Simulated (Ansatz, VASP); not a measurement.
Li: VASP beside Ansatz

```
Li
1.0
     1.58841    0.91707    8.22913
    -1.58841    0.91707    8.22913
     0.00000   -1.83414    8.22913
Li
3
Direct
  0.00000 0.00000 0.00000
  0.22738 0.22738 0.22738
  0.77262 0.77262 0.77262
```

Alike in both runs: task single point; functional PBEsol; k mesh 15 × 15 × 15; occupations gaussian, width 0.1 eV; no spin polarisation.

|  | VASP | Ansatz |
| --- | --- | --- |
| version | VASP 6.6.1 | Ansatz 0.2.0 |
| potentials or method | VASP PAW PBE potentials, release 64 (Li_sv), cutoff 520 eV | scalar-relativistic, plane waves, PAW |
| valence electrons in the cell | 9 | 9 |

```tsv
	VASP	Ansatz	Ansatz less VASP
gap on the k mesh at the Fermi level (eV)	none	none	-
rms of the force components (eV/Å)	0.059	0.059	-0.0004
```

VASP's potentials were made for PBE, not for PBEsol. Atom by atom the forces differ by 0.000 eV/Å (rms over components). A gap of «none» marks a metal or a gap that the smearing closes. The functional is the same, so the differences come from potentials, cutoffs and numerics.

Noted on VASP's run: the cutoff is short for stress, so the pressure is rough.
